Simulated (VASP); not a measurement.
# BaS (Fm-3m) in VASP: settings compared

BaS is run at these levels: PBE, r2SCAN, LDA; tasks: single point.

Everything below comes from runs of VASP 6.6.1. Logs are shortened: lines on timing, memory, paths and dates and some standing lists are left out, and cuts for length are marked.

**1. The cell of the first run**

It takes space group Fm-3m (No. 225, cubic). Conventional cell: a = 6.430 Å, b = 6.430 Å, c = 6.430 Å, α = 90.00°, β = 90.00°, γ = 90.00°. Within 4.2 Å of Ba (site symmetry m-3m) lie 6 S at 3.21 Å. S (site symmetry m-3m) has 6 Ba at 3.21 Å within 4.2 Å.

**2. Single point, PBE**

INCAR reads:

```
SYSTEM = BaS
PREC = Accurate
ENCUT = 520
EDIFF = 1E-7
ISMEAR = -1
SIGMA = 0.02
LREAL = .False.
LASPH = .True.
NELM = 60
ALGO = Normal
ISIF = 2
LWAVE = .False.
LCHARG = .True.
GGA = PE
LELF = .True.
LVHAR = .True.
NBANDS = 15
```

KPOINTS reads:

```
regular mesh
0
Gamma
  6 6 6
  0 0 0
```

POSCAR reads:

```
BaS
1.0
    0.0000000000      3.2147893190      3.2147893190
    3.2147893190      0.0000000000      3.2147893190
    3.2147893190      3.2147893190      0.0000000000
Ba S
1 1
Direct
    0.0000000000      0.0000000000      0.0000000000
    0.5000000000      0.5000000000      0.5000000000
```

Potentials or basis: VASP PAW PBE potentials, release 64 (Ba_sv, S).

On the command line:

```console
> cat potpaw_PBE.64/Ba_sv/POTCAR potpaw_PBE.64/S/POTCAR > POTCAR
> mpirun -np 1 vasp_std > vasp.out
```

OUTCAR:

```text
SYSTEM = BaS
   PREC = Accurate
   ENCUT = 520
   EDIFF = 1E-7
   ISMEAR = -1
   LREAL = .False.
   LASPH = .True.
   NELM = 60
   ISIF = 2
   GGA = PE

 ion  position               nearest neighbor table
   1  0.000  0.000  0.000-   2 3.21   2 3.21   2 3.21   2 3.21   2 3.21   2 3.21
   2  0.500  0.500  0.500-   1 3.21   1 3.21   1 3.21   1 3.21   1 3.21   1 3.21

  LATTYP: Found a face centered cubic cell.
 ALAT       =     6.4295786380

  Lattice vectors:

 A1 = (   0.0000000000,   3.2147893190,   3.2147893190)
 A2 = (   3.2147893190,   0.0000000000,   3.2147893190)
 A3 = (   3.2147893190,   3.2147893190,   0.0000000000)

Analysis of symmetry for initial positions (statically):
=====================================================================
 Subroutine PRICEL returns:
 Original cell was already a primitive cell.

 Routine SETGRP: Setting up the symmetry group for a
 face centered cubic supercell.

 Subroutine GETGRP returns: Found 48 space group operations
 (whereof 48 operations were pure point group operations)
 out of a pool of 48 trial point group operations.

The static configuration has the point symmetry O_h .

Analysis of symmetry for dynamics (positions and initial velocities):
=====================================================================
 Subroutine PRICEL returns:
 Original cell was already a primitive cell.

 Routine SETGRP: Setting up the symmetry group for a
 face centered cubic supercell.

 Subroutine GETGRP returns: Found 48 space group operations
 (whereof 48 operations were pure point group operations)
 out of a pool of 48 trial point group operations.

The dynamic configuration has the point symmetry O_h .

 Subroutine INISYM returns: Found 48 space group operations
 (whereof 48 operations are pure point group operations),
 and found     1 'primitive' translations

----------------------------------------------------------------------------------------

                                     Primitive cell

  volume of cell :      66.4489

  direct lattice vectors                    reciprocal lattice vectors
     0.000000000  3.214789319  3.214789319    -0.155531187  0.155531187  0.155531187
     3.214789319  0.000000000  3.214789319     0.155531187 -0.155531187  0.155531187
     3.214789319  3.214789319  0.000000000     0.155531187  0.155531187 -0.155531187

  length of vectors
     4.546398655  4.546398655  4.546398655     0.269387919  0.269387919  0.269387919

  position of ions in fractional coordinates (direct lattice)
     0.000000000  0.000000000  0.000000000
     0.500000000  0.500000000  0.500000000

  ion indices of the primitive-cell ions
   primitive index   ion index
                 1           1
                 2           2

----------------------------------------------------------------------------------------

 KPOINTS: regular mesh

Automatic generation of k-mesh.
 Grid dimensions read from file:
 generate k-points for:    6    6    6

 Generating k-lattice:

  Cartesian coordinates                     Fractional coordinates (reciprocal lattice)
    -0.025921865  0.025921865  0.025921865     0.166666667  0.000000000  0.000000000
     0.025921865 -0.025921865  0.025921865     0.000000000  0.166666667  0.000000000
     0.025921865  0.025921865 -0.025921865     0.000000000  0.000000000  0.166666667

  Length of vectors
     0.044897986  0.044897986  0.044897986

  Shift w.r.t. Gamma in fractional coordinates (k-lattice)
     0.000000000  0.000000000  0.000000000

 Subroutine IBZKPT returns following result:
 ===========================================

 Found     16 irreducible k-points:

 Following reciprocal coordinates:
            Coordinates               Weight
  0.000000  0.000000  0.000000      1.000000
  0.166667  0.000000  0.000000      8.000000
  0.333333  0.000000  0.000000      8.000000
  0.500000  0.000000  0.000000      4.000000
  0.166667  0.166667  0.000000      6.000000
  0.333333  0.166667  0.000000     24.000000
[... 8 lines left out ...]
 -0.333333  0.333333  0.166667     24.000000
 -0.333333  0.500000  0.166667     12.000000
   k-points           NKPTS =     16   k-points in BZ     NKDIM =     16   number of bands    NBANDS=     15
   number of dos      NEDOS =    301   number of ions     NIONS =      2
   total plane-waves  NPLWV =  46656
   dimension x,y,z NGX =    36 NGY =   36 NGZ =   36
   dimension x,y,z NGXF=    72 NGYF=   72 NGZF=   72
   ions per type =               1   1
   NGX,Y,Z   is equivalent  to a cutoff of  13.16, 13.16, 13.16 a.u.
   NGXF,Y,Z  is equivalent  to a cutoff of  26.33, 26.33, 26.33 a.u.
 SYSTEM =  BaS
   PREC   = accura    normal or accurate (medium, high low for compatibility)
   ISTART =      0    job   : 0-new  1-cont  2-samecut
   ICHARG =      2    charge: 1-file 2-atom 10-const
   ISPIN  =      1    spin polarized calculation?
   LNONCOLLINEAR =      F non collinear calculations
   LSORBIT =      F    spin-orbit coupling
   LASPH  =      T    aspherical Exc in radial PAW
   ENCUT  =  520.0 eV  38.22 Ry    6.18 a.u.   8.45  8.45  8.45*2*pi/ulx,y,z
   NELM   =     60;   NELMIN=  2; NELMDL= -5     # of ELM steps
   EDIFF  = 0.1E-06   stopping-criterion for ELM
   LREAL  =      F    real-space projection
   EDIFFG = 0.1E-05   stopping-criterion for IOM
   NSW    =      0    number of steps for IOM
   IBRION =     -1    ionic relax: 0-MD 1-quasi-New 2-CG
   NFREE  =      0    steps in history (QN), initial steepest desc. (CG)
   ISIF   =      2    stress and relaxation
   ISYM   =      2    0-nonsym 1-usesym 2-fastsym
   POTIM  = 0.5000    time-step for ionic-motion
   TEBEG  =    0.0;   TEEND  =   0.0 temperature during run
   PSTRESS=    0.0 pullay stress
   NELECT =      16.0000    total number of electrons
   NUPDOWN=      -1.0000    fix difference up-down
   EMIN   =  10.00;   EMAX   =-10.00  energy-range for DOS
   EFERMI =   0.00;   METHOD = LEGACY
   ISMEAR =    -1;   SIGMA  =   0.02  broadening in eV -4-tet -1-fermi 0-gaus
   EFERMI_NEDOS =   21; number of points for ismear=-14 and -15
   IALGO  =     38    algorithm
   IMIX   =      4    mixing-type and parameters
     AMIX     =   0.40;   BMIX     =  1.00
     AMIX_MAG =   1.60;   BMIX_MAG =  1.00
  volume/ion in A,a.u.               =      33.22       224.21
  Fermi-wavevector in a.u.,A,eV,Ry     =   1.018480  1.924647 14.113331  1.037301
  Thomas-Fermi vector in A             =   2.151939
   LORBIT       =      0    0 simple, 1 ext, 2 COOP (PROOUT), +10 PAW based schemes
   GGA     = PE    functional components
   LHFCALC =     F    Hartree Fock is set to
   AEXX    =    0.0000 exact exchange contribution
   IVDW    =     0    specifies the selected vdW correction
   LEPSILON=     F    determine dielectric tensor
   LRPA    =     F    only Hartree local field effects (RPA)
 non-spin polarized calculation
  energy-cutoff  :      520.00
  volume of cell :       66.45
 maximum number of plane-waves:      1820
 NGX is ok and might be reduce to    36
   NGX = 17   NGY = 17   NGZ = 17

 number of electron      16.0000002 magnetization

 Free energy of the ion-electron system (eV)
  ---------------------------------------------------
  ext. energy  EPLUGINS =         0.00000000
  ---------------------------------------------------
  free energy    TOTEN  =       -10.19262067 eV

  energy without entropy =      -10.19262067  energy(sigma->0) =      -10.19262067

 E-fermi :   1.7586     XC(G=0):  -8.5442

 val. band max:        1.3529691244   @ k =   0.0000   0.0000   0.0000
 cond. band min:       3.4922621947   @ k =   0.5000   0.5000   0.0000
 fundamental gap:      2.1392930703
 Fermi energy:         1.7585507423

 k-point     1 :       0.0000    0.0000    0.0000
  band No.  band energies     occupation
      1     -24.7848      2.00000
      2      -9.8424      2.00000
      3      -9.8424      2.00000
      4      -9.8424      2.00000
      5      -8.9773      2.00000
      6       1.3530      2.00000
      7       1.3530      2.00000
      8       1.3530      2.00000
      9       4.8570      0.00000
     10       5.2181      0.00000
     11       5.2181      0.00000
     12       5.2181      0.00000
     13       6.1233      0.00000
     14       6.1233      0.00000
     15      10.0534      0.00000

 k-point     2 :       0.1667    0.0000    0.0000
  band No.  band energies     occupation
      1     -24.7747      2.00000
      2     -10.2468      2.00000
      3      -9.8517      2.00000
      4      -9.8517      2.00000
      5      -8.5496      2.00000
      6       0.7141      2.00000
      7       1.0230      2.00000
      8       1.0230      2.00000
      9       5.2486      0.00000
     10       5.6172      0.00000
     11       5.6172      0.00000
     12       5.8255      0.00000
     13       6.8770      0.00000
     14       6.8770      0.00000
     15      11.0825      0.00000

 k-point     3 :       0.3333    0.0000    0.0000
  band No.  band energies     occupation
      1     -24.7545      2.00000
      2     -10.7161      2.00000
      3      -9.8699      2.00000
      4      -9.8699      2.00000
      5      -8.0297      2.00000
      6      -0.1798      2.00000
      7       0.5133      2.00000
      8       0.5133      2.00000
      9       5.7918      0.00000
     10       6.6760      0.00000
     11       6.6760      0.00000
     12       7.2642      0.00000
     13       8.5790      0.00000
     14       8.5790      0.00000
     15      11.5936      0.00000
[... 199 lines left out ...]
 k-point    15 :      -0.3333    0.3333    0.1667
  band No.  band energies     occupation
      1     -24.7351      2.00000
      2     -10.5602      2.00000
      3     -10.0915      2.00000
      4     -10.0009      2.00000
      5      -8.2501      2.00000
      6       0.0966      2.00000
      7       0.6590      2.00000
      8       0.7168      2.00000
      9       5.7869      0.00000
     10       5.8886      0.00000
     11       7.8742      0.00000
     12       8.2563      0.00000
     13       8.6210      0.00000
     14      10.5824      0.00000
     15      10.6743      0.00000

 k-point    16 :      -0.3333    0.5000    0.1667
  band No.  band energies     occupation
      1     -24.7321      2.00000
      2     -10.2628      2.00000
      3     -10.2259      2.00000
      4     -10.0900      2.00000
      5      -8.5041      2.00000
      6       0.4757      2.00000
      7       0.8080      2.00000
      8       0.9615      2.00000
      9       4.5603      0.00000
     10       6.8379      0.00000
     11       7.4445      0.00000
     12       8.2245      0.00000
     13       8.7578      0.00000
     14       9.5388      0.00000
     15      11.0390      0.00000

------------------------ aborting loop because EDIFF is reached ----------------------------------------

  FORCE on cell =-STRESS in cart. coord.  units (eV):
  Direction    XX          YY          ZZ          XY          YZ          ZX
  --------------------------------------------------------------------------------------
  -------------------------------------------------------------------------------------
  Total        0.2198905      0.2198905      0.2198905      0.0000000      0.0000000     -0.0000000
  in kB        5.3018751      5.3018751      5.3018751      0.0000000      0.0000000     -0.0000000
  external PRESSURE =       5.3018751 kB  Pullay stress =       0.0000000 kB

 VOLUME and BASIS-vectors are now :
 -----------------------------------------------------------------------------
  energy-cutoff  :      520.00
  volume of cell :       66.45
      direct lattice vectors                 reciprocal lattice vectors
     0.000000000  3.214789319  3.214789319    -0.155531187  0.155531187  0.155531187
     3.214789319  0.000000000  3.214789319     0.155531187 -0.155531187  0.155531187
     3.214789319  3.214789319  0.000000000     0.155531187  0.155531187 -0.155531187

 POSITION                                       TOTAL-FORCE (eV/Angst)
 -----------------------------------------------------------------------------------
      0.00000      0.00000      0.00000        -0.000000      0.000000     -0.000000
      3.21479      3.21479      3.21479         0.000000     -0.000000      0.000000
 -----------------------------------------------------------------------------------
    total drift:                                0.000000      0.000000      0.000000

  FREE ENERGIE OF THE ION-ELECTRON SYSTEM (eV)
  ---------------------------------------------------
  free  energy   TOTEN  =       -10.1926206730 eV

  energy  without entropy=      -10.1926206729  energy(sigma->0) =      -10.19262067
```

It took 41 s on 1 thread of AMD EPYC 7R13, shared host; peak memory 0.17 GiB.

Results:

| Property | Result |
| --- | --- |
| Free energy | -10.1926 eV |
| Pressure | 0.5 GPa |
| Band gap on the k mesh | 2.14 eV, indirect (least direct gap 2.29 eV) |

Caveat: spin-orbit coupling is left out, which moves the levels of the heavy elements.

**3. Single point, r2SCAN**

This run uses another cell than the first one, of 33.13 Å³/atom, 0.997 times its volume.

POSCAR reads:

```
BaS
1.0
    0.0000000000      3.2117958671      3.2117958671
    3.2117958671      0.0000000000      3.2117958671
    3.2117958671      3.2117958671      0.0000000000
Ba S
1 1
Direct
    0.0000000000      0.0000000000      0.0000000000
    0.5000000000      0.5000000000      0.5000000000
```

INCAR.step1 reads:

```
  PREC = Accurate
  ENCUT = 520
  ISMEAR = -1
  SIGMA = 0.02
  LREAL = F
  LASPH = T
  NELM = 60
  NBANDS = 15
  GGA = PE
  ALGO = Normal
  EDIFF = 1E-4
  LWAVE = T
  LCHARG = F
```

INCAR.step2 reads:

```
  PREC = Accurate
  ENCUT = 520
  EDIFF = 1E-6
  ISMEAR = -1
  SIGMA = 0.02
  LREAL = F
  LASPH = T
  NELM = 60
  ALGO = Normal
  ISIF = 2
  LWAVE = F
  LCHARG = T
  METAGGA = R2SCAN
  LMIXTAU = T
  LELF = T
  LVHAR = T
  NBANDS = 15
  ISTART = 1
```

KPOINTS reads:

```
Automatic mesh
0
Gamma
  6 6 6
```

Potentials or basis: VASP PAW PBE potentials, release 64 (Ba_sv, S).

On the command line:

```console
> cat potpaw_PBE.64/Ba_sv/POTCAR potpaw_PBE.64/S/POTCAR > POTCAR
> cp INCAR.step1 INCAR
> mpirun -np 1 vasp_std > vasp.out
> cp INCAR.step2 INCAR
> mpirun -np 1 vasp_std > vasp.out
```

Run time: 3.1 min. Hardware: 1 thread of AMD EPYC 7R13, shared host; peak memory 0.19 GiB.

Results (log left out):

```yaml
Free_energy: -39.2053 eV
Pressure: 0.6 GPa
Band_gap_on_the_k_mesh: 2.49 eV, indirect (least direct gap 2.63 eV)
```

Levels at points of the mesh, in eV from the valence-band top:
```tsv
k point	band 4	band 5	band 6	band 7	band 8	band 9	band 10	band 11	band 12	band 13
(0.00, 0.00, 0.00)	-11.50	-10.77	0.00	0.00	0.00	4.13	4.30	4.30	4.30	5.32
(0.50, 0.00, 0.00)	-11.54	-9.51	-1.88	-1.05	-1.05	5.98	6.08	6.79	6.79	9.50
(0.50, 0.50, 0.00)	-11.68	-10.68	-0.54	-0.14	-0.14	2.49	6.48	6.62	7.95	7.95
```

Caveat: the PAW data sets were made with another functional, which shifts forces and pressure a little; spin-orbit coupling is left out, which moves the levels of the heavy elements. r2SCAN opens gaps a little over a GGA but as a rule still falls short of measured ones.

**4. Single point, PBE**

This run uses another cell than the first one, of 33.13 Å³/atom, 0.997 times its volume.

INCAR reads:

```
SYSTEM = BaS
PREC     = Accurate       ! precision mode
ENCUT    = 520            ! plane-wave cutoff, eV
EDIFF    = 1E-7           ! SCF threshold, eV
ISMEAR   = -1             ! smearing method
SIGMA    = 0.02           ! smearing width, eV
LREAL    = .False.        ! projectors in reciprocal space
LASPH    = .True.         ! aspherical terms in the spheres
NELM     = 80             ! most SCF steps
ALGO     = Normal         ! electronic algorithm
ISIF     = 2              ! what is computed and relaxed
LWAVE    = .False.        ! write WAVECAR
LCHARG   = .True.         ! write CHGCAR
GGA      = PE             ! functional
LELF     = .True.         ! ELF
LVHAR    = .True.       
NBANDS   = 15             ! bands
```

KPOINTS reads:

```
regular mesh
0
Gamma
  8 8 8
  0 0 0
```

POSCAR is that of step 3.

On the command line:

```console
> cat potpaw_PBE.64/Ba_sv/POTCAR potpaw_PBE.64/S/POTCAR > POTCAR
> mpirun -np 1 vasp_std > vasp.out
```

It took 55 s on 1 thread of AMD EPYC 7R13, shared host; peak memory 0.18 GiB.

It converged, with:

```yaml
Free_energy: -10.1921 eV
Pressure: 0.6 GPa
Band_gap_on_the_k_mesh: 2.13 eV, indirect (least direct gap 2.28 eV)
```

Levels at points of the mesh, in eV from the valence-band top:
```
           k point  band 5  band 6  band 7  band 8  band 9  band 10  band 11  band 12
(0.00, 0.00, 0.00)  -10.33    0.00    0.00    0.00    3.52     3.87     3.87     3.87
(0.50, 0.00, 0.00)   -9.17   -1.90   -1.05   -1.05    5.48     5.64     6.24     6.24
(0.50, 0.50, 0.00)  -10.24   -0.54   -0.15   -0.15    2.13     5.89     5.92     7.40
```

Caveat: spin-orbit coupling is left out, which moves the levels of the heavy elements.

[end of part 1 of 2]
